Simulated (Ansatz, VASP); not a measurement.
## Two plane-wave programs on LuF4

```
Lu F
1.0
     4.22910    0.00000    0.00000
     0.00000    4.22910    0.00000
     0.00000    0.00000    4.22910
Lu F
1 4
Cartesian
  0.0000 0.0000 0.0000
  2.1146 2.1146 2.1146
  0.0000 2.1146 2.1146
  2.1146 0.0000 2.1146
  2.1146 2.1146 0.0000
```

Alike in both runs: task relaxation of cell and atoms; functional PBE; k mesh 4 × 4 × 4; occupations gaussian, width 0.1 eV; no spin polarisation.

```csv
,VASP,Ansatz
version,VASP 6.6.1,Ansatz 0.2.0
potentials or method,"VASP PAW PBE potentials, release 64 (Lu, F), cutoff 600 eV","scalar-relativistic, plane waves, PAW"
valence electrons in the cell,53,53
```

```tsv
	VASP	Ansatz	Ansatz less VASP
gap on the k mesh at the Fermi level, each at its own relaxed structure (eV)	none	none	-
relaxed volume (Å³/atom)	12.61	12.67	+0.059
relaxed cell length with the largest relative difference (Å)	3.980	3.986	+0.0062
```

A gap of «none» marks a metal or a gap that the smearing closes.

The k mesh is coarse, so the values compare programs but aren't converged. Neither program's run includes spin-orbit coupling. Noted on VASP's run: the volume moved by over 15 % at a fixed basis, so the end points are rough.
